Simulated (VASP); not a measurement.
A run of VASP 6.6.1 is set up as follows.

Contents of POSCAR:

```
SrTiO3
1.0
    3.9068515016      0.0000000000      0.0000000000
    0.0000000000      3.9068515016      0.0000000000
    0.0000000000      0.0000000000      3.8677829865
Sr Ti O
1 1 3
Direct
    0.0000000000      0.0000000000      0.0000000000
    0.5000000000      0.5000000000      0.5000000000
    0.5000000000      0.5000000000      0.0000000000
    0.5000000000      0.0000000000      0.5000000000
    0.0000000000      0.5000000000      0.5000000000
```

Contents of INCAR.step1:

```
  PREC = Accurate
  ENCUT = 520
  ISMEAR = 0
  SIGMA = 0.01
  LREAL = F
  LASPH = T
  NELM = 60
  NBANDS = 28
  GGA = PE
  ALGO = Normal
  EDIFF = 1E-4
  LWAVE = T
  LCHARG = F
```

INCAR.step2

```
  PREC = Accurate
  ENCUT = 520
  EDIFF = 1E-6
  ISMEAR = 0
  SIGMA = 0.01
  LREAL = F
  LASPH = T
  NELM = 60
  ALGO = Normal
  ISIF = 2
  LWAVE = F
  LCHARG = T
  METAGGA = R2SCAN
  LMIXTAU = T
  LELF = T
  LVHAR = T
  NBANDS = 28
  ISTART = 1
```

KPOINTS

```
regular mesh
0
Gamma
  6 6 6
```

Potentials or basis: VASP PAW PBE potentials, release 64 (Sr_sv, Ti_sv, O).

The run is started by

```sh
$ cat potpaw_PBE.64/Sr_sv/POTCAR potpaw_PBE.64/Ti_sv/POTCAR potpaw_PBE.64/O/POTCAR > POTCAR
$ cp INCAR.step1 INCAR
$ mpirun -np 1 vasp_std > vasp.out
$ cp INCAR.step2 INCAR
$ mpirun -np 1 vasp_std > vasp.out
```

Q: Predict the band gap on the k mesh.

A: 2.28 eV (least direct gap 2.66 eV).

Q: Estimate the pressure.

A: 2.9 GPa.

Stress tensor (GPa, compression positive):
```
2.05 0.00 0.00
0.00 2.05 0.00
0.00 0.00 4.71
```

Caveat: the cell differs from its parent crystal (uniaxial z strain -1.0%); the PAW data sets were made with another functional, which shifts forces and pressure a little. A k mesh can miss the band edges.
